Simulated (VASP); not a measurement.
# HfGe (Pm-3m) in VASP: further runs, part 2 of 2

VASP 6.6.1. The steps go on from the part before.

## (4) Single point, LDA

INCAR reads:

```
SYSTEM = HfGe
ALGO = Normal
EDIFF = 1E-6
ENCUT = 520
GGA = CA
ISIF = 2
ISMEAR = -1
LASPH = .TRUE.
LCHARG = .FALSE.
LREAL = .FALSE.
LWAVE = .FALSE.
NBANDS = 19
NELM = 80
PREC = Accurate
SIGMA = 0.05
```

KPOINTS reads:

```
k-points
0
G
  8 8 8
  0 0 0
```

POSCAR reads:

```
HfGe
1.0
    3.5008378700      0.0000000000      0.0000000000
    0.0000000000      3.5008378700      0.0000000000
    0.0000000000      0.0000000000      3.5008378700
Hf Ge
1 1
Direct
    0.0000000000      0.0000000000      0.0000000000
    0.5000000000      0.5000000000      0.5000000000
```

Potentials or basis: VASP PAW LDA potentials, release 64 (Hf_pv, Ge_d).

Run with:

```
$ cat potpaw_LDA.64/Hf_pv/POTCAR potpaw_LDA.64/Ge_d/POTCAR > POTCAR
$ mpirun -np 1 vasp_std > vasp.out
```

OUTCAR:

```text
SYSTEM = HfGe
   EDIFF = 1E-6
   ENCUT = 520
   GGA = CA
   ISIF = 2
   ISMEAR = -1
   LASPH = .TRUE.
   LREAL = .FALSE.
   NELM = 80
   PREC = Accurate

 ion  position               nearest neighbor table
   1  0.000  0.000  0.000-   2 3.03   2 3.03   2 3.03   2 3.03   2 3.03   2 3.03   2 3.03   2 3.03

   2  0.500  0.500  0.500-   1 3.03   1 3.03   1 3.03   1 3.03   1 3.03   1 3.03   1 3.03   1 3.03

  LATTYP: Found a simple cubic cell.
 ALAT       =     3.5008378700

  Lattice vectors:

 A1 = (   3.5008378700,   0.0000000000,   0.0000000000)
 A2 = (   0.0000000000,   3.5008378700,   0.0000000000)
 A3 = (   0.0000000000,   0.0000000000,   3.5008378700)

Analysis of symmetry for initial positions (statically):
=====================================================================
 Subroutine PRICEL returns:
 Original cell was already a primitive cell.

 Routine SETGRP: Setting up the symmetry group for a
 simple cubic supercell.

 Subroutine GETGRP returns: Found 48 space group operations
[... 9 lines left out ...]

 Routine SETGRP: Setting up the symmetry group for a
 simple cubic supercell.

[... 142 lines left out ...]
 number of electron      23.9999985 magnetization

 Free energy of the ion-electron system (eV)
  ---------------------------------------------------
  ext. energy  EPLUGINS =         0.00000000
  ---------------------------------------------------
  free energy    TOTEN  =       -16.11096913 eV

  energy without entropy =      -16.08376466  energy(sigma->0) =      -16.09736689

 E-fermi :   5.1694     XC(G=0): -11.3352

 val. band max:        5.1671621691   @ k =   0.2500   0.1250   0.0000
 cond. band min:       5.1785471196   @ k =   0.5000   0.2500   0.1250
 fundamental gap:      0.0113849505
 Fermi energy:         5.1694072983

 k-point     1 :       0.0000    0.0000    0.0000
  band No.  band energies     occupation
      1     -25.7825      2.00000
      2     -25.7825      2.00000
      3     -25.7825      2.00000
      4     -18.9780      2.00000
      5     -18.9780      2.00000
      6     -18.9712      2.00000
[... 505 lines left out ...]
      6     -18.9768      2.00000
[... 11 lines left out ...]
     18      10.9037      0.00000
     19      14.3700      0.00000

 [... further k-points ...]
[... 5 lines left out ...]
  --------------------------------------------------------------------------------------
  -------------------------------------------------------------------------------------
  Total       -4.7350090     -4.7350090     -4.7350090     -0.0000000      0.0000000      0.0000000
  in kB     -176.8134887   -176.8134887   -176.8134887     -0.0000000      0.0000000      0.0000000
  external PRESSURE =    -176.8134887 kB  Pullay stress =       0.0000000 kB

 VOLUME and BASIS-vectors are now :
 -----------------------------------------------------------------------------
  energy-cutoff  :      520.00
  volume of cell :       42.91
      direct lattice vectors                 reciprocal lattice vectors
     3.500837870  0.000000000  0.000000000     0.285645905  0.000000000  0.000000000
     0.000000000  3.500837870  0.000000000     0.000000000  0.285645905  0.000000000
     0.000000000  0.000000000  3.500837870     0.000000000  0.000000000  0.285645905

 POSITION                                       TOTAL-FORCE (eV/Angst)
 -----------------------------------------------------------------------------------
      0.00000      0.00000      0.00000         0.000000      0.000000      0.000000
      1.75042      1.75042      1.75042         0.000000      0.000000      0.000000
 -----------------------------------------------------------------------------------
    total drift:                                0.000000      0.000000      0.000000

  FREE ENERGIE OF THE ION-ELECTRON SYSTEM (eV)
  ---------------------------------------------------
  free  energy   TOTEN  =       -16.1109691318 eV

  energy  without entropy=      -16.0837646564  energy(sigma->0) =      -16.09736689
```

OSZICAR:

```text
N       E                     dE             d eps       ncg     rms          rms(c)
DAV:   1     0.143702790553E+03    0.14370E+03   -0.12486E+04  1510   0.260E+03
DAV:   2    -0.117076195104E+01   -0.14487E+03   -0.14100E+03  1439   0.532E+02
DAV:   3    -0.167359558135E+02   -0.15565E+02   -0.15335E+02  1559   0.103E+02
DAV:   4    -0.171499574553E+02   -0.41400E+00   -0.41291E+00  1708   0.165E+01
DAV:   5    -0.171552292230E+02   -0.52718E-02   -0.52714E-02  1578   0.223E+00    0.320E+01
DAV:   6    -0.161842520585E+02    0.97098E+00   -0.30418E+00  1685   0.708E+00    0.213E+01
DAV:   7    -0.161164765245E+02    0.67776E-01   -0.30878E-01  1768   0.576E+00    0.662E+00
DAV:   8    -0.161121517969E+02    0.43247E-02   -0.14023E-02  1648   0.625E-01    0.458E-01
DAV:   9    -0.161110379500E+02    0.11138E-02   -0.63382E-03  1616   0.112E+00    0.134E-01
DAV:  10    -0.161109861682E+02    0.51782E-04   -0.53649E-04  1634   0.145E-01    0.416E-02
DAV:  11    -0.161109710471E+02    0.15121E-04   -0.11515E-04  1721   0.104E-01    0.387E-02
DAV:  12    -0.161109691185E+02    0.19286E-05   -0.59179E-06  1257   0.171E-02    0.906E-03
DAV:  13    -0.161109691318E+02   -0.13238E-07   -0.36435E-07   817   0.476E-03
   1 F= -.16110969E+02 E0= -.16097367E+02  d E =-.272045E-01
```

It took 37 s on 1 thread of Intel Xeon 6975P-C, shared host; peak memory 0.16 GiB.

What came out:

```
Free energy            : -16.1110 eV
Pressure               : -17.7 GPa
Band gap on the k mesh : zero (band 12 reaches 6.83 eV, above the bottom of band 13 at 4.79 eV)
```

Caveat: spin-orbit coupling is left out, which moves the levels of the heavy elements.

## (5) Relaxation of cell and atoms, PBE

INCAR reads:

```
PREC = Accurate
ENCUT = 600
EDIFF = 1E-6
ISMEAR = -1
SIGMA = 0.05
LREAL = F
LASPH = T
NELM = 100
ALGO = Normal
ISIF = 3
LWAVE = F
LCHARG = F
GGA = PE
IBRION = 2
NSW = 60
EDIFFG = -0.01
```

KPOINTS reads:

```
regular mesh
0
Gamma
  8 8 8
```

POSCAR is that of step 4.

Potentials or basis: VASP PAW PBE potentials, release 64 (Hf_pv, Ge_d).

Run with:

```
$ cat potpaw_PBE.64/Hf_pv/POTCAR potpaw_PBE.64/Ge_d/POTCAR > POTCAR
$ mpirun -np 1 vasp_std > vasp.out
```

Run time: 1.7 min. Hardware: 1 thread of Intel Xeon 6975P-C, shared host; peak memory 0.19 GiB.

Results (log left out):

```yaml
Free_energy: -14.9891 eV
Relaxed_volume: 18.75 Å³/atom
Relaxed_cell: a = 3.347 Å, b = 3.347 Å, c = 3.347 Å, α = 90.00°, β = 90.00°, γ = 90.00°
Space_group_after_relaxing_to_0.05_Å: Pm-3m (No. 221)
Energy_gained_by_relaxing: 109.7 meV/atom
Ionic_steps: 4
Pressure_after_relaxing: 0.0 GPa
Band_gap_on_the_k_mesh: zero (band 12 reaches 8.44 eV, above the bottom of band 13 at 6.08 eV)
```

Step by step:
| step | energy change (eV) | largest force (eV/Å) | pressure (GPa) | volume (Å³) |
| --- | --- | --- | --- | --- |
| 1 | 0.0000 | 0.0000 | -11.65 | 42.91 |
| 2 | -0.0688 | 0.0000 | 14.77 | 33.93 |
| 3 | -0.2195 | 0.0000 | -0.40 | 37.60 |
| 4 | -0.2195 | 0.0000 | 0.03 | 37.49 |

Final structure:
```yaml
crystal:
  lattice:
    - [3.34689, 0.00000, 0.00000]
    - [0.00000, 3.34689, 0.00000]
    - [0.00000, 0.00000, 3.34689]
  atoms:
    - { symbol: Hf, position: [0.00000, 0.00000, 0.00000] }
    - { symbol: Ge, position: [0.50000, 0.50000, 0.50000] }
```

Levels at points of the mesh, in eV from the Fermi level:
```csv
k point,band 8,band 9,band 10,band 11,band 12,band 13,band 14,band 15,band 16
"(0.00, 0.00, 0.00)",-24.12,-11.49,-1.49,-1.49,1.91,1.91,1.91,3.60,3.60
"(0.50, 0.00, 0.00)",-24.09,-8.81,-6.39,-0.59,-0.45,-0.45,3.92,5.10,6.56
"(0.50, 0.50, 0.00)",-24.08,-8.39,-2.98,-2.98,-1.85,1.65,1.65,4.07,4.16
"(0.50, 0.50, 0.50)",-24.08,-5.77,-4.35,-4.35,-4.35,3.74,3.74,3.74,5.63
```

Caveat: spin-orbit coupling is left out, which moves the levels of the heavy elements.

## (6) Single point, PBE, non-collinear spin, zero start, spin-orbit coupling

INCAR reads:

```
ALGO     = Normal         # electronic algorithm
EDIFF    = 1E-7           # SCF threshold, eV
ENCUT    = 520            # plane-wave cutoff, eV
GGA      = PE             # functional
GGA_COMPAT= False        
ISIF     = 2              # what is computed and relaxed
ISMEAR   = -1             # smearing method
LASPH    = True           # aspherical terms in the spheres
LCHARG   = False          # write CHGCAR
LMAXMIX  = 4              # l up to which the mixer works
LORBIT   = 11             # projections on sites
LORBMOM  = True         
LREAL    = False          # projectors in reciprocal space
LSORBIT  = True           # spin-orbit coupling
LWAVE    = False          # write WAVECAR
MAGMOM   = 0 0 0 0 0 0    # initial moments
NBANDS   = 36             # bands
NELM     = 150            # most SCF steps
PREC     = Accurate       # precision mode
SIGMA    = 0.05           # smearing width, eV
```

KPOINTS reads:

```
k-points
0
Gamma
  6 6 6
```

POSCAR is that of step 5.

Potentials or basis: VASP PAW PBE potentials, release 64 (Hf_pv, Ge_d).

Run with:

```
$ cat potpaw_PBE.64/Hf_pv/POTCAR potpaw_PBE.64/Ge_d/POTCAR > POTCAR
$ mpirun -np 1 vasp_ncl > vasp.out
```

OUTCAR:

```text
EDIFF = 1E-7
   ENCUT = 520
   GGA = PE
   ISIF = 2
   ISMEAR = -1
   LASPH = True
   LORBIT = 11
   LREAL = False
   LSORBIT = True
   NELM = 150
   PREC = Accurate

 ion  position               nearest neighbor table
   1  0.000  0.000  0.000-   2 3.03   2 3.03   2 3.03   2 3.03   2 3.03   2 3.03   2 3.03   2 3.03

   2  0.500  0.500  0.500-   1 3.03   1 3.03   1 3.03   1 3.03   1 3.03   1 3.03   1 3.03   1 3.03

  LATTYP: Found a simple cubic cell.
 ALAT       =     3.5008378700

  Lattice vectors:

 A1 = (   3.5008378700,   0.0000000000,   0.0000000000)
 A2 = (   0.0000000000,   3.5008378700,   0.0000000000)
 A3 = (   0.0000000000,   0.0000000000,   3.5008378700)

Analysis of symmetry for initial positions (statically):
=====================================================================
 Subroutine PRICEL returns:
 Original cell was already a primitive cell.

 Routine SETGRP: Setting up the symmetry group for a
 simple cubic supercell.

 Subroutine GETGRP returns: Found 48 space group operations
[... 9 lines left out ...]

[... 1028 lines left out ...]
     0.0000000     0.0000000     0.0000000     0.0000000     0.0000000     0.0000000     0.0000000
     0.0000000     0.0000000     0.0000000     0.0000000     0.0000000     0.0000000     0.0000000
     0.0000000     0.0000000     0.0000000     0.0000000     0.0000000     0.0000000     0.0000000
     0.0000000     0.0000000     0.0000000     0.0000000     0.0000000     0.0000000     0.0000000
     0.0000000     0.0000000     0.0000000     0.0000000     0.0000000     0.0000000     0.0000000
     0.0000000     0.0000000     0.0000000     0.0000000     0.0000000     0.0000000     0.0000000

 Ion:    2  E_soc:     -0.0263595
 l=   1
     0.0000000    -0.0035147    -0.0035147
    -0.0035147     0.0000000    -0.0035147
    -0.0035147    -0.0035147     0.0000000
 l=   2
     0.0000000    -0.0001503     0.0000000    -0.0001503    -0.0007282
    -0.0001503     0.0000000    -0.0005462    -0.0001503    -0.0001821
     0.0000000    -0.0005462     0.0000000    -0.0005462     0.0000000
    -0.0001503    -0.0001503    -0.0005462     0.0000000    -0.0001821
    -0.0007282    -0.0001821     0.0000000    -0.0001821     0.0000000
 l=   3
     0.0000000     0.0000000     0.0000000     0.0000000     0.0000000     0.0000000     0.0000000
     0.0000000     0.0000000     0.0000000     0.0000000     0.0000000     0.0000000     0.0000000
     0.0000000     0.0000000     0.0000000     0.0000000     0.0000000     0.0000000     0.0000000
     0.0000000     0.0000000     0.0000000     0.0000000     0.0000000     0.0000000     0.0000000
     0.0000000     0.0000000     0.0000000     0.0000000     0.0000000     0.0000000     0.0000000
     0.0000000     0.0000000     0.0000000     0.0000000     0.0000000     0.0000000     0.0000000
     0.0000000     0.0000000     0.0000000     0.0000000     0.0000000     0.0000000     0.0000000

 total charge

# of ion       s       p       d       tot
------------------------------------------
    1        0.309   6.314   1.478   8.101
    2        1.154   1.117  10.005  12.276
--------------------------------------------------
tot          1.464   7.430  11.483  20.377

 magnetization (x)

# of ion       s       p       d       tot
------------------------------------------
    1       -0.000   0.000   0.000   0.000
    2        0.000   0.000  -0.000  -0.000
--------------------------------------------------
tot         -0.000   0.000  -0.000   0.000

 magnetization (y)

# of ion       s       p       d       tot
------------------------------------------
    1        0.000  -0.000   0.000   0.000
    2       -0.000   0.000   0.000  -0.000
--------------------------------------------------
tot         -0.000  -0.000   0.000  -0.000

 magnetization (z)

# of ion       s       p       d       tot
------------------------------------------
    1       -0.000  -0.000   0.000  -0.000
    2        0.000   0.000  -0.000   0.000
--------------------------------------------------
tot         -0.000  -0.000  -0.000  -0.000
```

Run time: 2.1 min. Hardware: 1 thread of Intel Xeon 6975P-C, shared host; peak memory 0.27 GiB.

Results:

* Free energy: -15.4834 eV
* Pressure: -12.2 GPa
* Net moment: 0.00 μB per cell
* Valence electrons inside the program's atomic spheres: Hf 8.10; Ge 12.28

Moments on the atoms (μB; x, y, z):
```
Hf  0.00 0.00 0.00
Ge  0.00 0.00 0.00
```

## (7) Overview

```tsv
task	level	potentials or basis	spin	cell	k mesh	cutoff (eV)	smearing	gap on the mesh (eV)	pressure (GPa)
single point	PBE	VASP PAW PBE potentials, release 64 (Hf_pv, Ge_d)	off	as given	8 × 8 × 8	520	gaussian 0.011 eV	none	-11.8
single point	PBE	VASP PAW PBE potentials, release 64 (Hf_pv, Ge_d)	off	as given	8 × 8 × 8	520	fermi-dirac 0.05 eV	none	-11.6
single point	LDA	VASP PAW LDA potentials, release 64 (Hf_pv, Ge_d)	off	as given	8 × 8 × 8	520	fermi-dirac 0.05 eV	none	-17.7
relaxation of cell and atoms	PBE	VASP PAW PBE potentials, release 64 (Hf_pv, Ge_d)	off	relaxed	8 × 8 × 8	600	fermi-dirac 0.05 eV	none	0.0
single point	PBE	VASP PAW PBE potentials, release 64 (Hf_pv, Ge_d)	non-collinear, zero start, SOC	as given	6 × 6 × 6	520	fermi-dirac 0.05 eV	-	-12.2
```

Caveats: spin-orbit coupling is left out, which moves the levels of the heavy elements (some runs).

Absolute energies hang on the potentials; compare differences alone.
